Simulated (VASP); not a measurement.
Here is a VASP 6.6.1 calculation.

INCAR

```
SYSTEM = Ni
PREC = Accurate
ENCUT = 520
EDIFF = 1E-7
ISMEAR = 1
SIGMA = 0.3
LREAL = .False.
LASPH = .True.
NELM = 150
ALGO = Normal
ISIF = 2
LWAVE = .False.
LCHARG = .False.
ISPIN = 2
MAGMOM = 1.5
LORBIT = 11
LMAXMIX = 4
GGA = PE
NBANDS = 15
```

KPOINTS

```
Automatic mesh
0
Gamma
  14 14 14
  0 0 0
```

Contents of POSCAR:

```
Ni
1.0
    0.0000000000      1.7736088169      1.7736088169
    1.7736088169      0.0000000000      1.7736088169
    1.7736088169      1.7736088169      0.0000000000
Ni
1
Direct
    0.0000000000      0.0000000000      0.0000000000
```

Potentials or basis: VASP PAW PBE potentials, release 64 (Ni).

The run is started by

```sh
$ cat potpaw_PBE.64/Ni/POTCAR > POTCAR
$ mpirun -np 1 vasp_std > vasp.out
```

Question: What does it give for the pressure?

Answer: -4.5 GPa.

Question: What does it give for the net moment?

Answer: 0.62 μB per cell.
